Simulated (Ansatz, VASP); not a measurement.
Hf2SnSe6: VASP beside Ansatz

```
Hf Sn Se
1.0
     3.30594    1.90868    7.18235
    -3.30594    1.90868    7.18235
     0.00000   -3.81737    7.18235
Hf Sn Se
2 1 6
Direct
  0.83335 0.83335 0.83335
  0.16665 0.16665 0.16665
  0.50000 0.50000 0.50000
  0.08682 0.42633 0.76595
  0.42633 0.76595 0.08682
  0.76595 0.08682 0.42633
  0.91318 0.57367 0.23405
  0.23405 0.91318 0.57367
  0.57367 0.23405 0.91318
```

Alike in both runs: functional PBE; k mesh 6 × 6 × 6; occupations gaussian, width 0.01 eV; no spin polarisation.

Ansatz relaxed the structure, and its values are those at the end. VASP's run is a single point on that final structure, the one shown.

|  | VASP | Ansatz |
| --- | --- | --- |
| version | VASP 6.6.1 | Ansatz 0.2.0 |
| potentials or method | VASP PAW PBE potentials, release 64 (Hf_pv, Sn_d, Se), cutoff 520 eV | scalar-relativistic, plane waves, PAW |
| valence electrons in the cell | 70 | 162 |

|  | VASP | Ansatz | Ansatz less VASP |
| --- | --- | --- | --- |
| gap on the k mesh at the Fermi level (eV) | 0.18 | 0.17 | -0.005 |
| least direct gap on the mesh (eV) | 0.59 | 0.59 | -0.006 |
| pressure (GPa) | -0.2 | 0.0 | +0.17 |
| rms of the force components (eV/Å) | 0.017 | 0.002 | -0.0149 |

The functional is the same, so the differences come from potentials, cutoffs and numerics. VASP's potentials hold 70 valence electrons a cell and Ansatz's 162, so a difference there can come from the potentials and not from the codes.

Neither program's run includes spin-orbit coupling.
